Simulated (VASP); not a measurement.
Crystal: Cu3N.

```
CELL_PARAMETERS angstrom
3.78937 0.00000 0.00000
0.00000 3.78937 0.00000
0.00000 0.00000 3.78937
ATOMIC_POSITIONS crystal
Cu 0.50000 0.00000 0.00000
Cu 0.00000 0.50000 0.00000
Cu 0.00000 0.00000 0.50000
N 0.00000 0.00000 0.00000
```

- Program: VASP 6.6.1
- Task: relaxation of cell and atoms
- Functional: HSE06
- Potentials or basis: VASP PAW PBE potentials, release 64 (Cu, N)
- Cutoff: 600 eV
- k mesh: 4 × 4 × 4
- Occupations: fermi-dirac, width 0.02 eV
- Spin: no spin polarisation

At the start: pressure 3.9 GPa; volume 13.60 Å³/atom.

Q: Where does the relaxation end?

A: Over 3 steps the energy falls by 5.3 meV/atom and the volume is 14.04 Å³/atom (+3.2 %); space group Pm-3m (No. 221, to 0.1 Å) before and after.

Step by step:
| step | energy change (eV) | largest force (eV/Å) | pressure (GPa) | volume (Å³) |
| --- | --- | --- | --- | --- |
| 1 | 0.0000 | 0.0000 | 3.92 | 54.41 |
| 2 | -0.0159 | 0.0000 | -1.81 | 57.08 |
| 3 | -0.0210 | 0.0000 | 0.02 | 56.17 |

Final structure:
```
Cu N
1.0
     3.82980    0.00000    0.00000
     0.00000    3.82980    0.00000
     0.00000    0.00000    3.82980
Cu N
3 1
Direct
  0.50000 0.00000 0.00000
  0.00000 0.50000 0.00000
  0.00000 0.00000 0.50000
  0.00000 0.00000 0.00000
```

Caveat: the PAW data sets were made with another functional, which shifts forces and pressure a little.
